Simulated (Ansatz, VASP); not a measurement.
**ScAl3 in VASP and in Ansatz**

```xyz
4
Lattice="3.8550 -0.0553 0.0956 -0.0553 4.4028 -0.3091 0.0956 -0.3091 4.0582" Properties=species:S:1:pos:R:3 pbc="T T T"
Sc   -0.0101    0.0009   -0.0034
Al    1.9830   -0.1837    2.0765
Al    0.0239    2.0347    1.8859
Al    1.8986    2.1866   -0.1144
```

Change from the starting cell: cell sheared at random, sigma 0.06, atoms nudged by 0.01 Å.

Alike in both runs: task single point; functional PBE; k mesh 8 × 8 × 8; occupations gaussian, width 0.15 eV; no spin polarisation.

```csv
,VASP,Ansatz
version,VASP 6.6.1,Ansatz 0.2.0
potentials or method,"VASP PAW PBE potentials, release 64 (Sc_sv, Al), cutoff 520 eV","scalar-relativistic, plane waves, PAW"
valence electrons in the cell,20,20
```

|  | VASP | Ansatz | Ansatz less VASP |
| --- | --- | --- | --- |
| gap on the k mesh at the Fermi level (eV) | none | none | - |
| pressure (GPa) | 4.0 | 4.0 | -0.06 |
| traceless stress, the component that is largest in VASP (GPa) | -7.59 | -7.58 | +0.007 |
| rms of the force components (eV/Å) | 0.066 | 0.066 | -0.0002 |

Atom by atom the forces differ by 0.000 eV/Å (rms over components). A gap of «none» marks a metal or a gap that the smearing closes.
